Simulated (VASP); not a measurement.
# MgO (Fm-3m) in VASP: single point with PBE

Aim: the single point of MgO with PBE.

All numbers are computed with VASP 6.6.1; they aren't measurements. Logs are shortened: lines on timing, memory, paths and dates and some standing lists are left out, and cuts for length are marked.

## (1) The cell of the first run

Symmetry: Fm-3m, No. 225, cubic system. Conventional cell: a = 4.232 Å, b = 4.232 Å, c = 4.232 Å, α = 90.00°, β = 90.00°, γ = 90.00°. Mg (site symmetry m-3m) has 6 O at 2.12 Å within 2.8 Å. Within 2.8 Å of O (site symmetry m-3m) lie 6 Mg at 2.12 Å.

## (2) Single point, PBE

INCAR reads:

```
PREC     = Accurate       # precision mode
ENCUT    = 840            # plane-wave cutoff, eV
EDIFF    = 1E-6           # SCF threshold, eV
ISMEAR   = -1             # smearing method
SIGMA    = 0.02           # smearing width, eV
LREAL    = F              # projectors in reciprocal space
LASPH    = T              # aspherical terms in the spheres
NELM     = 120            # most SCF steps
ALGO     = Normal         # electronic algorithm
ISIF     = 2              # what is computed and relaxed
LWAVE    = F              # write WAVECAR
LCHARG   = F              # write CHGCAR
GGA      = PE             # functional
NBANDS   = 15             # bands
GGA_COMPAT= F
```

KPOINTS reads:

```
Automatic mesh
0
Gamma
  9 9 9
```

POSCAR reads:

```
MgO
1.0
    0.0000000000      2.1160000000      2.1160000000
    2.1160000000      0.0000000000      2.1160000000
    2.1160000000      2.1160000000      0.0000000000
Mg O
1 1
Direct
    0.0000000000      0.0000000000      0.0000000000
    0.5000000000      0.5000000000      0.5000000000
```

Potentials or basis: VASP PAW PBE potentials, release 64 (Mg_sv, O).

The run is started by

```sh
cat potpaw_PBE.64/Mg_sv/POTCAR potpaw_PBE.64/O/POTCAR > POTCAR
mpirun -np 1 vasp_std > vasp.out
```

OUTCAR:

```text
PREC = Accurate
   ENCUT = 840
   EDIFF = 1E-6
   ISMEAR = -1
   LREAL = F
   LASPH = T
   NELM = 120
   ISIF = 2
   GGA = PE

 ion  position               nearest neighbor table
   1  0.000  0.000  0.000-   2 2.12   2 2.12   2 2.12   2 2.12   2 2.12   2 2.12
   2  0.500  0.500  0.500-   1 2.12   1 2.12   1 2.12   1 2.12   1 2.12   1 2.12

  LATTYP: Found a face centered cubic cell.
 ALAT       =     4.2320000000

  Lattice vectors:

 A1 = (   0.0000000000,   2.1160000000,   2.1160000000)
 A2 = (   2.1160000000,   0.0000000000,   2.1160000000)
 A3 = (   2.1160000000,   2.1160000000,   0.0000000000)

Analysis of symmetry for initial positions (statically):
=====================================================================
 Subroutine PRICEL returns:
 Original cell was already a primitive cell.

 Routine SETGRP: Setting up the symmetry group for a
 face centered cubic supercell.

 Subroutine GETGRP returns: Found 48 space group operations
 (whereof 48 operations were pure point group operations)
 out of a pool of 48 trial point group operations.

The static configuration has the point symmetry O_h .

Analysis of symmetry for dynamics (positions and initial velocities):
=====================================================================
 Subroutine PRICEL returns:
 Original cell was already a primitive cell.

 Routine SETGRP: Setting up the symmetry group for a
 face centered cubic supercell.

 Subroutine GETGRP returns: Found 48 space group operations
 (whereof 48 operations were pure point group operations)
 out of a pool of 48 trial point group operations.

The dynamic configuration has the point symmetry O_h .

 Subroutine INISYM returns: Found 48 space group operations
 (whereof 48 operations are pure point group operations),
 and found     1 'primitive' translations

----------------------------------------------------------------------------------------

                                     Primitive cell

  volume of cell :      18.9486

  direct lattice vectors                    reciprocal lattice vectors
     0.000000000  2.116000000  2.116000000    -0.236294896  0.236294896  0.236294896
     2.116000000  0.000000000  2.116000000     0.236294896 -0.236294896  0.236294896
     2.116000000  2.116000000  0.000000000     0.236294896  0.236294896 -0.236294896

  length of vectors
     2.992475898  2.992475898  2.992475898     0.409274765  0.409274765  0.409274765

  position of ions in fractional coordinates (direct lattice)
     0.000000000  0.000000000  0.000000000
     0.500000000  0.500000000  0.500000000

  ion indices of the primitive-cell ions
   primitive index   ion index
                 1           1
[... 85 lines left out ...]
   NUPDOWN=      -1.0000    fix difference up-down
   EMIN   =  10.00;   EMAX   =-10.00  energy-range for DOS
   EFERMI =   0.00;   METHOD = LEGACY
   ISMEAR =    -1;   SIGMA  =   0.02  broadening in eV -4-tet -1-fermi 0-gaus
   EFERMI_NEDOS =   21; number of points for ismear=-14 and -15
   IALGO  =     38    algorithm
   IMIX   =      4    mixing-type and parameters
     AMIX     =   0.40;   BMIX     =  1.00
     AMIX_MAG =   1.60;   BMIX_MAG =  1.00
  volume/ion in A,a.u.               =       9.47        63.94
  Fermi-wavevector in a.u.,A,eV,Ry     =   1.547352  2.924072 32.576411  2.394299
  Thomas-Fermi vector in A             =   2.652458
   LORBIT       =      0    0 simple, 1 ext, 2 COOP (PROOUT), +10 PAW based schemes
   GGA     = PE    functional components
   LHFCALC =     F    Hartree Fock is set to
   AEXX    =    0.0000 exact exchange contribution
   IVDW    =     0    specifies the selected vdW correction
   LEPSILON=     F    determine dielectric tensor
   LRPA    =     F    only Hartree local field effects (RPA)
 non-spin polarized calculation
  energy-cutoff  :      840.00
  volume of cell :       18.95
 maximum number of plane-waves:      1067
   NGX = 15   NGY = 15   NGZ = 15

 number of electron      15.9999996 magnetization

 Free energy of the ion-electron system (eV)
  ---------------------------------------------------
  ext. energy  EPLUGINS =         0.00000000
  ---------------------------------------------------
  free energy    TOTEN  =       -11.88165494 eV

  energy without entropy =      -11.88165494  energy(sigma->0) =      -11.88165494

 E-fermi :   3.1831     XC(G=0): -11.3200

 val. band max:        2.8143244661   @ k =   0.0000   0.0000   0.0000
 cond. band min:       7.4178081281   @ k =   0.0000   0.0000   0.0000
 fundamental gap:      4.6034836620
 Fermi energy:         3.1830962346

 k-point     1 :       0.0000    0.0000    0.0000
  band No.  band energies     occupation
      1     -69.5032      2.00000
      2     -36.2295      2.00000
      3     -36.2295      2.00000
      4     -36.2295      2.00000
      5     -14.3627      2.00000
      6       2.8143      2.00000
      7       2.8143      2.00000
      8       2.8143      2.00000
      9       7.4178      0.00000
     10      18.5398      0.00000
     11      18.5398      0.00000
     12      18.5398      0.00000
     13      22.4154      0.00000
     14      24.1803      0.00000
[... 401 lines left out ...]
      2     -36.2971      2.00000
      3     -36.2560      2.00000
      4     -36.2560      2.00000
      5     -12.9177      2.00000
      6      -1.1151      2.00000
      7       1.5275      2.00000
      8       1.5275      2.00000
      9      12.0231      0.00000
     10      12.6400      0.00000
     11      15.7836      0.00000
     12      21.5048      0.00000
     13      21.5048      0.00000
     14      28.0982      0.00000
     15      29.1323      0.00000

 [... further k-points ...]

------------------------ aborting loop because EDIFF is reached ----------------------------------------

  FORCE on cell =-STRESS in cart. coord.  units (eV):
  Direction    XX          YY          ZZ          XY          YZ          ZX
  --------------------------------------------------------------------------------------
  -------------------------------------------------------------------------------------
  Total        0.2892512      0.2892512      0.2892512     -0.0000000      0.0000000      0.0000000
  in kB       24.4573127     24.4573127     24.4573127     -0.0000000      0.0000000      0.0000000
  external PRESSURE =      24.4573127 kB  Pullay stress =       0.0000000 kB

 VOLUME and BASIS-vectors are now :
 -----------------------------------------------------------------------------
  energy-cutoff  :      840.00
  volume of cell :       18.95
      direct lattice vectors                 reciprocal lattice vectors
     0.000000000  2.116000000  2.116000000    -0.236294896  0.236294896  0.236294896
     2.116000000  0.000000000  2.116000000     0.236294896 -0.236294896  0.236294896
     2.116000000  2.116000000  0.000000000     0.236294896  0.236294896 -0.236294896

 POSITION                                       TOTAL-FORCE (eV/Angst)
 -----------------------------------------------------------------------------------
      0.00000      0.00000      0.00000         0.000000      0.000000      0.000000
      2.11600      2.11600      2.11600        -0.000000     -0.000000      0.000000
 -----------------------------------------------------------------------------------
    total drift:                                0.000000      0.000000      0.000000

  FREE ENERGIE OF THE ION-ELECTRON SYSTEM (eV)
  ---------------------------------------------------
  free  energy   TOTEN  =       -11.8816549425 eV

  energy  without entropy=      -11.8816549425  energy(sigma->0) =      -11.88165494
```

OSZICAR:

```text
N       E                     dE             d eps       ncg     rms          rms(c)
DAV:   1     0.159905932671E+03    0.15991E+03   -0.13518E+04  1050   0.178E+03
DAV:   2    -0.741541493217E+01   -0.16732E+03   -0.15757E+03  1232   0.441E+02
DAV:   3    -0.133806539059E+02   -0.59652E+01   -0.59245E+01  1380   0.794E+01
DAV:   4    -0.134808228621E+02   -0.10017E+00   -0.10016E+00  1176   0.101E+01
DAV:   5    -0.134826723159E+02   -0.18495E-02   -0.18494E-02  1352   0.112E+00    0.861E+00
DAV:   6    -0.119057857859E+02    0.15769E+01   -0.26074E+00  1099   0.148E+01    0.286E+00
DAV:   7    -0.118927020737E+02    0.13084E-01   -0.13385E-01  1295   0.343E+00    0.173E+00
DAV:   8    -0.118825181778E+02    0.10184E-01   -0.38239E-02  1239   0.223E+00    0.328E-01
DAV:   9    -0.118814628705E+02    0.10553E-02   -0.34870E-03  1246   0.543E-01    0.100E-01
DAV:  10    -0.118816643398E+02   -0.20147E-03   -0.28205E-04  1295   0.183E-01    0.485E-02
DAV:  11    -0.118816547987E+02    0.95411E-05   -0.25225E-05  1323   0.506E-02    0.584E-03
DAV:  12    -0.118816549425E+02   -0.14378E-06   -0.58850E-07   994   0.109E-02
   1 F= -.11881655E+02 E0= -.11881655E+02  d E =-.351767E-10
```

stdout:

```text
POSCAR found type information on POSCAR MgO
 POSCAR found :  2 types and       2 ions
 scaLAPACK will be used
 LDA part: xc-table for (Slater+PW92), standard interpolation
 POSCAR, INCAR and KPOINTS ok, starting setup
 FFT: planning ... GRIDC
 FFT: planning ... GRID_SOFT
 FFT: planning ... GRID
 WAVECAR not read
 entering main loop
```

Wall time 20 s (1 thread of Intel Xeon Platinum 8375C at 2.90GHz (Ice Lake), shared host); peak memory 0.16 GiB.

What came out:

- Free energy: -11.8817 eV
- Pressure: 2.4 GPa
- Band gap on the k mesh: 4.60 eV
